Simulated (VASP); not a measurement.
The system is Fe.

```
Fe
1.0
     0.00000    1.82600    1.82600
     1.82600    0.00000    1.82600
     1.82600    1.82600    0.00000
Fe
1
Direct
  0.00000 0.00000 0.00000
```

Base run:

| Item | Value |
| --- | --- |
| Program | VASP 6.6.1 |
| Functional | PBE |
| Potentials or basis | VASP PAW PBE potentials, release 64 (Fe) |
| Cutoff | 520 eV |
| k mesh | 12 × 12 × 12 |
| Occupations | fermi-dirac, width 0.1 eV |
| Spin | collinear spin, ferromagnetic start |
| Starting moments | [1.7] μB |
| Fixed moment | 1.7 μB |

Its results: pressure -18.7 GPa; site moments Fe +1.71 μB.

**Question.** After a change of settings the same cell gave: pressure 42.9 GPa; site moments Fe +3.76 μB. Which change was it?
A. fixed moment from 1.7 μB to 2.83 μB; moments at the start from [1.7] to [2.83]
B. fixed moment from 1.7 μB to 3.96 μB; moments at the start from [1.7] to [3.96]
C. fixed moment from 1.7 μB to 3.39 μB; moments at the start from [1.7] to [3.39]
D. fixed moment from 1.7 μB to none; moments at the start from [1.7] to [4.0]

**Answer.** B.

Caveats: the total moment is fixed, so each spin has its own Fermi level.
